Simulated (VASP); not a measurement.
# KBr (P6_3/mmc) in VASP: notebook

KBr is run at these levels: PBE; tasks: single point.

Everything below comes from runs of VASP 6.6.1. Logs are shortened: lines on timing, memory, paths and dates and some standing lists are left out, and cuts for length are marked.

## (1) The cell of the first run

It takes space group P6_3/mmc (No. 194, hexagonal). The conventional cell has a = 5.556 Å, b = 5.556 Å, c = 6.516 Å, α = 90.00°, β = 90.00°, γ = 120.00°. K (site symmetry -6m2) has 5 Br at 3.21 to 3.26 Å within 4.2 Å. Within 4.2 Å of Br (site symmetry -6m2) lie 5 K at 3.21 to 3.26 Å.

## (2) Single point, PBE (volume changed by -6%)

INCAR reads:

```
SYSTEM = KBr
PREC     = Accurate       ! precision mode
ENCUT    = 520            ! plane-wave cutoff, eV
EDIFF    = 1E-7           ! SCF threshold, eV
ISMEAR   = 0              ! smearing method
SIGMA    = 0.01           ! smearing width, eV
LREAL    = .False.        ! projectors in reciprocal space
LASPH    = .True.         ! aspherical terms in the spheres
NELM     = 100            ! most SCF steps
ALGO     = Normal         ! electronic algorithm
ISIF     = 2              ! what is computed and relaxed
LWAVE    = .False.        ! write WAVECAR
LCHARG   = .False.        ! write CHGCAR
GGA      = PE             ! functional
NBANDS   = 24             ! bands
```

KPOINTS reads:

```
regular mesh
0
Gamma
  6 6 4
  0 0 0
```

POSCAR reads:

```
KBr
1.0
    5.5558677008      0.0000000000      0.0000000000
   -2.7779338504      4.8115225690      0.0000000000
    0.0000000000      0.0000000000      6.5156530098
K Br
2 2
Direct
    0.3333333333      0.6666666667      0.2500000000
    0.6666666667      0.3333333333      0.7500000000
    0.6666666667      0.3333333333      0.2500000000
    0.3333333333      0.6666666667      0.7500000000
```

Potentials or basis: VASP PAW PBE potentials, release 64 (K_sv, Br).

The run is started by

```sh
> cat potpaw_PBE.64/K_sv/POTCAR potpaw_PBE.64/Br/POTCAR > POTCAR
> mpirun -np 1 vasp_std > vasp.out
```

OUTCAR:

```text
SYSTEM = KBr
   PREC = Accurate
   ENCUT = 520
   EDIFF = 1E-7
   ISMEAR = 0
   LREAL = .False.
   LASPH = .True.
   NELM = 100
   ISIF = 2
   GGA = PE

 ion  position               nearest neighbor table
   1  0.333  0.667  0.250-   3 3.21   3 3.21   3 3.21   4 3.26   4 3.26
   2  0.667  0.333  0.750-   4 3.21   4 3.21   4 3.21   3 3.26   3 3.26
   3  0.667  0.333  0.250-   1 3.21   1 3.21   1 3.21   2 3.26   2 3.26
   4  0.333  0.667  0.750-   2 3.21   2 3.21   2 3.21   1 3.26   1 3.26

  LATTYP: Found a hexagonal cell.
 ALAT       =     5.5558677008
 C/A-ratio  =     1.1727516494

  Lattice vectors:

 A1 = (   5.5558677008,   0.0000000000,   0.0000000000)
 A2 = (  -2.7779338504,   4.8115225690,   0.0000000000)
 A3 = (   0.0000000000,   0.0000000000,   6.5156530098)

Analysis of symmetry for initial positions (statically):
=====================================================================
 Subroutine PRICEL returns:
 Original cell was already a primitive cell.

 Routine SETGRP: Setting up the symmetry group for a
 hexagonal supercell.

 Subroutine GETGRP returns: Found 24 space group operations
 (whereof 12 operations were pure point group operations)
 out of a pool of 24 trial point group operations.

The static configuration has the point symmetry D_3d.
 The point group associated with its full space group is D_6h.

Analysis of symmetry for dynamics (positions and initial velocities):
=====================================================================
 Subroutine PRICEL returns:
 Original cell was already a primitive cell.

 Routine SETGRP: Setting up the symmetry group for a
 hexagonal supercell.

 Subroutine GETGRP returns: Found 24 space group operations
 (whereof 12 operations were pure point group operations)
 out of a pool of 24 trial point group operations.

The dynamic configuration has the point symmetry D_3d.
 The point group associated with its full space group is D_6h.

 Subroutine INISYM returns: Found 24 space group operations
 (whereof 12 operations are pure point group operations),
 and found     1 'primitive' translations

----------------------------------------------------------------------------------------

                                     Primitive cell

  volume of cell :     174.1776

  direct lattice vectors                    reciprocal lattice vectors
     5.555867701  0.000000000  0.000000000     0.179989887  0.103917210  0.000000000
[... 86 lines left out ...]
   EDIFF  = 0.1E-06   stopping-criterion for ELM
   LREAL  =      F    real-space projection
   EDIFFG = 0.1E-05   stopping-criterion for IOM
   NSW    =      0    number of steps for IOM
   IBRION =     -1    ionic relax: 0-MD 1-quasi-New 2-CG
   NFREE  =      0    steps in history (QN), initial steepest desc. (CG)
   ISIF   =      2    stress and relaxation
   ISYM   =      2    0-nonsym 1-usesym 2-fastsym
   POTIM  = 0.5000    time-step for ionic-motion
   TEBEG  =    0.0;   TEEND  =   0.0 temperature during run
   PSTRESS=    0.0 pullay stress
   NELECT =      32.0000    total number of electrons
   NUPDOWN=      -1.0000    fix difference up-down
   EMIN   =  10.00;   EMAX   =-10.00  energy-range for DOS
   EFERMI =   0.00;   METHOD = LEGACY
   ISMEAR =     0;   SIGMA  =   0.01  broadening in eV -4-tet -1-fermi 0-gaus
   EFERMI_NEDOS =   21; number of points for ismear=-14 and -15
   IALGO  =     38    algorithm
   IMIX   =      4    mixing-type and parameters
     AMIX     =   0.40;   BMIX     =  1.00
     AMIX_MAG =   1.60;   BMIX_MAG =  1.00
  volume/ion in A,a.u.               =      43.54       293.85
  Fermi-wavevector in a.u.,A,eV,Ry     =   0.930666  1.758704 11.784549  0.866140
  Thomas-Fermi vector in A             =   2.057079
   LORBIT       =      0    0 simple, 1 ext, 2 COOP (PROOUT), +10 PAW based schemes
   GGA     = PE    functional components
   LHFCALC =     F    Hartree Fock is set to
   AEXX    =    0.0000 exact exchange contribution
   IVDW    =     0    specifies the selected vdW correction
   LEPSILON=     F    determine dielectric tensor
   LRPA    =     F    only Hartree local field effects (RPA)
 non-spin polarized calculation
 Gauss-broadening in eV      SIGMA  =   0.01
  energy-cutoff  :      520.00
  volume of cell :      174.18
 maximum number of plane-waves:      4728
 NGX is ok and might be reduce to    42
   NGX = 21   NGY = 21   NGZ = 25

 number of electron      32.0000008 magnetization

 Free energy of the ion-electron system (eV)
  ---------------------------------------------------
  ext. energy  EPLUGINS =         0.00000000
  ---------------------------------------------------
  free energy    TOTEN  =       -12.25608991 eV

  energy without entropy =      -12.25608991  energy(sigma->0) =      -12.25608991

 E-fermi :  -2.3713     XC(G=0):  -6.4500

 val. band max:       -2.4441850789   @ k =   0.0000   0.0000   0.0000
 cond. band min:       1.7857567210   @ k =   0.0000   0.0000   0.0000
 fundamental gap:      4.2299417999
 Fermi energy:        -2.3713365957

 k-point     1 :       0.0000    0.0000    0.0000
  band No.  band energies     occupation
      1     -30.3034      2.00000
      2     -30.2960      2.00000
      3     -14.7005      2.00000
      4     -14.6116      2.00000
      5     -13.8614      2.00000
      6     -13.8375      2.00000
[... 556 lines left out ...]
     23       6.2600      0.00000
     24       6.2600      0.00000

------------------------ aborting loop because EDIFF is reached ----------------------------------------

  FORCE on cell =-STRESS in cart. coord.  units (eV):
  Direction    XX          YY          ZZ          XY          YZ          ZX
  --------------------------------------------------------------------------------------
  -------------------------------------------------------------------------------------
  Total        0.8287798      0.8287798      0.9136586      0.0000000      0.0000000      0.0000000
  in kB        7.6235523      7.6235523      8.4043117      0.0000000      0.0000000      0.0000000
  external PRESSURE =       7.8838054 kB  Pullay stress =       0.0000000 kB

 VOLUME and BASIS-vectors are now :
 -----------------------------------------------------------------------------
  energy-cutoff  :      520.00
  volume of cell :      174.18
      direct lattice vectors                 reciprocal lattice vectors
     5.555867701  0.000000000  0.000000000     0.179989887  0.103917210  0.000000000
    -2.777933850  4.811522569  0.000000000     0.000000000  0.207834419  0.000000000
     0.000000000  0.000000000  6.515653010     0.000000000  0.000000000  0.153476558

 POSITION                                       TOTAL-FORCE (eV/Angst)
 -----------------------------------------------------------------------------------
     -0.00000      3.20768      1.62891         0.000000     -0.000000     -0.000000
      2.77793      1.60384      4.88674        -0.000000     -0.000000      0.000000
      2.77793      1.60384      1.62891        -0.000000      0.000000      0.000000
     -0.00000      3.20768      4.88674         0.000000     -0.000000      0.000000
 -----------------------------------------------------------------------------------
    total drift:                               -0.000000     -0.000000     -0.000000

  FREE ENERGIE OF THE ION-ELECTRON SYSTEM (eV)
  ---------------------------------------------------
  free  energy   TOTEN  =       -12.2560899083 eV

  energy  without entropy=      -12.2560899083  energy(sigma->0) =      -12.25608991
```

stdout:

```text
POSCAR found type information on POSCAR K Br
 POSCAR found :  2 types and       4 ions
 scaLAPACK will be used
 LDA part: xc-table for (Slater+PW92), standard interpolation
 POSCAR, INCAR and KPOINTS ok, starting setup
 FFT: planning ... GRIDC
 FFT: planning ... GRID_SOFT
 FFT: planning ... GRID
 WAVECAR not read
 entering main loop
```

It took 43 s on 1 thread of Intel Xeon 6975P-C (Granite Rapids), shared host; peak memory 0.32 GiB.

What came out:

```yaml
Free_energy: -12.2561 eV
Pressure: 0.8 GPa
Band_gap_on_the_k_mesh: 4.23 eV, direct
```

[end of part 1 of 2]
